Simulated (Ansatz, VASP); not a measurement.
## Two plane-wave programs on Ta2N

```
CELL_PARAMETERS angstrom
3.33578 -4.50315 0.00000
3.33578 4.50315 0.00000
0.00000 0.00000 3.33134
ATOMIC_POSITIONS crystal
Ta 0.71403 0.71403 0.00000
Ta 0.28597 0.28597 0.00000
Ta 0.77091 0.22909 0.00000
Ta 0.22909 0.77091 0.00000
N 0.00000 0.00000 0.30263
N 0.00000 0.00000 0.69737
```

Alike in both runs: functional PBE; k mesh 8 × 8 × 12; occupations gaussian, width 0.1 eV; no spin polarisation.

Ansatz relaxed the structure, and its values are those at the end. VASP's run is a single point on that final structure, the one shown.

```csv
,VASP,Ansatz
version,VASP 6.6.1,Ansatz 0.2.0
potentials or method,"VASP PAW PBE potentials, release 64 (Ta_pv, N), cutoff 520 eV","scalar-relativistic, plane waves, PAW"
valence electrons in the cell,54,62
```

```tsv
	VASP	Ansatz	Ansatz less VASP
gap on the k mesh at the Fermi level (eV)	none	none	-
pressure (GPa)	0.2	0.0	-0.18
rms of the force components (eV/Å)	0.022	0.001	-0.0210
```

A gap of «none» marks a metal or a gap that the smearing closes. VASP's potentials hold 54 valence electrons a cell and Ansatz's 62, so a difference there can come from the potentials and not from the codes.

Spin-orbit coupling is off throughout.
